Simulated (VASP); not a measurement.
Input of a VASP 6.6.1 run:

File INCAR:

```
SYSTEM = C
  PREC = Accurate
  ENCUT = 520
  EDIFF = 1E-6
  ISMEAR = 0
  SIGMA = 0.02
  LREAL = .FALSE.
  LASPH = .TRUE.
  NELM = 100
  ALGO = Normal
  ISIF = 2
  LWAVE = .FALSE.
  LCHARG = .FALSE.
  GGA = PS
  NBANDS = 11
```

The input KPOINTS:

```
regular mesh
0
G
  14 14 14
  0 0 0
```

File POSCAR:

```
C
1.0
    0.0000000000      2.1294003736      3.6913216801
    1.2294262032      0.0000000000      3.6913216801
    1.2294262032      2.1294003736      0.0000000000
C
2
Direct
    0.1666962522      0.8333037478      0.1666962522
    0.8333037478      0.1666962522      0.8333037478
```

Potentials or basis: VASP PAW PBE potentials, release 64 (C).

Launch:

```console
$ cat potpaw_PBE.64/C/POTCAR > POTCAR
$ mpirun -np 1 vasp_std > vasp.out
```

Task: What does it give for the pressure?

Result: 0.6 GPa.

Stress tensor (GPa, compression positive):
```
 0.94  0.00  0.00
 0.00  0.95  0.00
 0.00  0.00 -0.07
```

Caveat: this functional lacks dispersion, which binds the layers, so the pressure and a relaxed spacing across them are unreliable; the PAW data sets were made with another functional, which shifts forces and pressure a little.
